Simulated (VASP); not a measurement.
A run of VASP 6.6.1:

Contents of POSCAR:

```
Al
1.0
   -1.5946224929      1.5946224929      1.5946224929
    1.5946224929     -1.5946224929      1.5946224929
    1.5946224929      1.5946224929     -1.5946224929
Al
1
Direct
    0.0000000000      0.0000000000      0.0000000000
```

File INCAR.step1:

```
SYSTEM = Al
PREC = Accurate
ENCUT = 520
ISMEAR = 0
SIGMA = 0.1
LREAL = .False.
LASPH = .True.
NELM = 80
NBANDS = 8
GGA = PE
ALGO = Normal
EDIFF = 1E-4
LWAVE = .True.
LCHARG = .False.
```

File INCAR.step2:

```
SYSTEM = Al
PREC = Accurate
ENCUT = 520
EDIFF = 1E-6
ISMEAR = 0
SIGMA = 0.1
LREAL = .False.
LASPH = .True.
NELM = 80
ALGO = Normal
ISIF = 2
LWAVE = .False.
LCHARG = .False.
METAGGA = R2SCAN
LMIXTAU = .True.
NBANDS = 8
ISTART = 1
```

The input KPOINTS:

```
regular mesh
0
Gamma
  24 24 24
  0 0 0
```

Potentials or basis: VASP PAW PBE potentials, release 64 (Al).

Launch:

```console
$ cat potpaw_PBE.64/Al/POTCAR > POTCAR
$ cp INCAR.step1 INCAR
$ mpirun -np 1 vasp_std > vasp.out
$ cp INCAR.step2 INCAR
$ mpirun -np 1 vasp_std > vasp.out
```

Hardware: 1 thread of Intel(R) Xeon(R) Platinum 8259CL CPU @ 2.50GHz (Skylake/Cascade Lake) (shared host).

**Question.** How long does it take, and how much memory?

**Answer.** It took 2 min on 1 thread of Intel(R) Xeon(R) Platinum 8259CL CPU @ 2.50GHz (Skylake/Cascade Lake), on a shared host, peak memory 0.17 GiB. Counts: k points 413.
